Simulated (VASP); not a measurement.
A run of VASP 6.6.1:

Contents of INCAR:

```
PREC = Accurate
ENCUT = 520
EDIFF = 1E-7
ISMEAR = 0
SIGMA = 0.1
LREAL = F
LASPH = T
NELM = 100
ALGO = Normal
ISIF = 2
LWAVE = F
LCHARG = F
GGA = PE
NBANDS = 31
```

KPOINTS

```
Automatic mesh
0
Gamma
  4 4 2
```

The input POSCAR:

```
Mg3CdS4
1.0
    3.9127152900      0.0000000000      0.0000000000
    0.0000000000      3.9127152900      0.0000000000
    0.0000000000      0.0000000000     11.0668300600
Mg Cd S
3 1 4
Direct
    0.0000000000      0.0000000000      0.7500000000
    0.5000000000      0.5000000000      0.0000000000
    0.0000000000      0.0000000000      0.2500000000
    0.5000000000      0.5000000000      0.5000000000
    0.0000000000      0.0000000000      0.0000000000
    0.5000000000      0.5000000000      0.2500000000
    0.0000000000      0.0000000000      0.5000000000
    0.5000000000      0.5000000000      0.7500000000
```

Potentials or basis: VASP PAW PBE potentials, release 64 (Mg, Cd, S).

Command:

```sh
$ cat potpaw_PBE.64/Mg/POTCAR potpaw_PBE.64/Cd/POTCAR potpaw_PBE.64/S/POTCAR > POTCAR
$ mpirun -np 1 vasp_std > vasp.out
```

Hardware: 1 thread of AMD EPYC 7R43 64-Core Processor (Zen 3) (shared host).

Task: How long does it take, and how much memory?

Result: It took 93 s on 1 thread of AMD EPYC 7R43 64-Core Processor (Zen 3) (shared host), peak memory 0.25 GiB. Counts: scf iterations 15, k points 12.
